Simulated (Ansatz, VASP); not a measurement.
# BaTiO3: VASP beside Ansatz

File INCAR:

```
ALGO = Normal
EDIFF = 1E-7
ENCUT = 520
GGA = PE
ISIF = 2
ISMEAR = 0
LASPH = True
LCHARG = False
LDAU = True
LDAUJ = 0 0 0
LDAUL = -1 2 -1
LDAUPRINT = 1
LDAUTYPE = 2
LDAUU = 0 4 0
LMAXMIX = 4
LREAL = False
LWAVE = False
NBANDS = 28
NELM = 150
PREC = Accurate
SIGMA = 0.05
```

The input KPOINTS:

```
k-points
0
Gamma
  6 6 6
```

Contents of POSCAR:

```
BaTiO3
1.0
    4.0483016693      0.0000000000      0.0000000000
    0.0000000000      2.9020142868      2.8859183788
    0.0000000000     -2.9020142868      2.8859183788
Ba Ti O
1 1 3
Direct
    0.0000000000      0.0080771845      0.0080771845
    0.5000000000      0.5197092871      0.5197092871
    0.0000000000      0.4916268390      0.4916268390
    0.5000000000      0.4938075372      0.9829991522
    0.5000000000      0.9829991522      0.4938075372
```

Input for Ansatz:

```yaml
crystal:
  lattice:
    - [4.0483016693, 0.0, 0.0]
    - [0.0, 2.9020142868, 2.8859183788]
    - [0.0, -2.9020142868, 2.8859183788]
  atoms:
    - { symbol: Ba, position: [0.0, 0.0080771845, 0.0080771845] }
    - { symbol: Ti, position: [0.5, 0.5197092871, 0.5197092871] }
    - { symbol: O, position: [0.0, 0.491626839, 0.491626839] }
    - { symbol: O, position: [0.5, 0.4938075372, 0.9829991522] }
    - { symbol: O, position: [0.5, 0.9829991522, 0.4938075372] }
basis:
  ecutwfc: 420
kpoints:
  mp_grid: { grid: [6, 6, 6] }
hamiltonian:
  xc: pbe
  hubbard: { sites: [{ species: Ti, l: d, u_eff: 4.0 }] }
scf:
  occupations: { method: gaussian, width: 0.05 }
output:
  forces: true
  stress: true
  eigenvalues: true
  write_density: true
  write_potential: true
  elf: true
  volumetric_format: npy
```

Change from the starting cell: strain +0.0100 x Voigt [1, 1, 0, 0, 0, 0], atoms carried along.

Alike in both runs: task single point; functional PBE; k mesh 6 × 6 × 6; occupations gaussian, width 0.05 eV; no spin polarisation; Hubbard terms Ti d U = 4.0 eV.

|  | VASP | Ansatz |
| --- | --- | --- |
| version | VASP 6.6.1 | Ansatz 0.2.0 |
| potentials or method | VASP PAW PBE potentials, release 64 (Ba_sv, Ti_sv, O), cutoff 520 eV | scalar-relativistic, plane waves, PAW |
| valence electrons in the cell | 40 | 40 |

```tsv
	VASP	Ansatz	Ansatz less VASP
gap on the k mesh at the Fermi level (eV)	2.45	2.46	+0.016
least direct gap on the mesh (eV)	2.90	2.91	+0.007
pressure (GPa)	0.2	-3.0	-3.19
traceless stress, the component that is largest in VASP (GPa)	1.34	1.39	+0.050
rms of the force components (eV/Å)	0.157	0.060	-0.0971
```

The programs project onto different local orbitals, so the same U acts differently, and such runs can settle in different states. Atom by atom the forces differ by 0.215 eV/Å (rms over components).

Neither program's run includes spin-orbit coupling.
